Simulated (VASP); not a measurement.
# PIr (rocksalt type): electric field gradients with PBE

PIr (rocksalt type):

```
CELL_PARAMETERS angstrom
0.00000 2.46480 2.46480
2.46480 0.00000 2.46480
2.46480 2.46480 0.00000
ATOMIC_POSITIONS crystal
Ir 0.00000 0.00000 0.00000
P 0.50000 0.50000 0.50000
```

```
Program                : VASP 6.6.1
Task                   : electric field gradients
Functional             : PBE
Potentials or basis    : VASP PAW PBE potentials, release 64 (Ir, P)
Cutoff                 : 520 eV
k mesh                 : 13 × 13 × 13
Occupations            : fermi-dirac, width 0.05 eV
Spin                   : no spin polarisation
Dipole correction      : no
Further INCAR settings : ALGO = Normal; EDIFF = 1e-08; NBANDS = 14
```

```json
{
 "Pressure": "0.4 GPa",
 "Band gap on the k mesh": "zero (band 7 reaches 9.72 eV, above the bottom of band 8 at 8.29 eV)"
}
```

Levels at points of the mesh, in eV from the Fermi level:
```csv
k point,band 3,band 4,band 5,band 6,band 7,band 8,band 9,band 10,band 11,band 12
"(0.00, 0.00, 0.00)",-3.11,-3.11,-2.99,-2.99,0.24,0.24,0.24,6.09,10.22,12.77
```

Wall time 20 s on 1 thread of Intel(R) Xeon(R) 6975P-C (Granite Rapids), on a shared host, peak memory 0.18 GiB.

Caveat: without QUAD_EFG the Cq values of the log hold for a quadrupole moment of 1 mb, not for the nuclei; spin-orbit coupling is left out, which moves the levels of the heavy elements.
